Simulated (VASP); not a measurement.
Te, 1 atom in the cell. Symmetry: Im-3m, No. 229, cubic system. The conventional cell has a = 3.811 Å, b = 3.811 Å, c = 3.811 Å, α = 90.00°, β = 90.00°, γ = 90.00°. Within 4.3 Å of Te (site symmetry m-3m) lie 14 Te at 3.30 to 3.81 Å. This isn't the form of Te at room conditions, which is trigonal, of chains.

| Quantity | Value |
| --- | --- |
| Program | VASP 6.6.1 |
| Task | single point |
| Functional | LDA |
| Potentials or basis | VASP PAW LDA potentials, release 64 (Te) |
| Cutoff | 520 eV |
| k mesh | 13 × 13 × 13 |
| Occupations | fermi-dirac, width 0.1 eV |
| Spin | no spin polarisation |
| Dipole correction | no |
| Further INCAR settings | ALGO = Normal; EDIFF = 1e-06; NBANDS = 9 |

Potentials or basis: VASP PAW LDA potentials, release 64 (Te).

Launch:

```console
$ cat potpaw_LDA.64/Te/POTCAR > POTCAR
$ mpirun -np 1 vasp_std > vasp.out
```

Hardware: 1 thread of Intel Xeon 8259CL (shared host).

Estimate the wall time of this run.

Run time: 34 s on 1 thread of Intel Xeon 8259CL (shared host), peak memory 0.15 GiB. Counts: scf iterations 9, k points 84.
